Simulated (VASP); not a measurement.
Runs of VASP 6.6.1 on TaSiF. The structure is that of space group P4/mmm (No. 123), or close to it. The cells are those of the table. The cell was generated, and may not be a known phase.

| task | cell | k mesh | cutoff (eV) | gap on the mesh (eV) | pressure (GPa) | relaxed volume (Å³/atom) |
| --- | --- | --- | --- | --- | --- | --- |
| relaxation of cell and atoms | relaxed from a = 3.312, b = 3.312, c = 4.305 Å, 3 atoms | 6 × 6 × 4 | 600 | none | 0.1 | 17.64 |
| single point | a = 3.578, b = 3.578, c = 4.144 Å, 3 atoms | 14 × 14 × 12 | 520 | none | 0.1 | - |
| single point | a = 3.312, b = 3.312, c = 4.305 Å, 3 atoms | 6 × 6 × 4 | 520 | none | (a) | - |
| relaxation of cell and atoms | relaxed from a = 3.574, b = 3.574, c = 4.143 Å, 3 atoms | 14 × 14 × 12 | 600 | none | 0.0 | 17.68 |
| single point | a = 3.574, b = 3.574, c = 4.143 Å, 3 atoms | 6 × 6 × 4 | 520 | none | 0.1 | - |

Alike in all rows: level PBE; potentials or basis VASP PAW PBE potentials, release 64 (Ta_pv, Si, F); no spin polarisation; smearing gaussian 0.1 eV.

Question: Fill in the values left out.

Answer: (a) 22.8.

Caveats: some runs use coarse meshes; spin-orbit coupling is left out, which moves the levels of the heavy elements.

A k mesh can miss the band edges, and the runs leave out spin-orbit coupling on Ta.

A gap of «none» marks levels without a gap at the run's occupations.
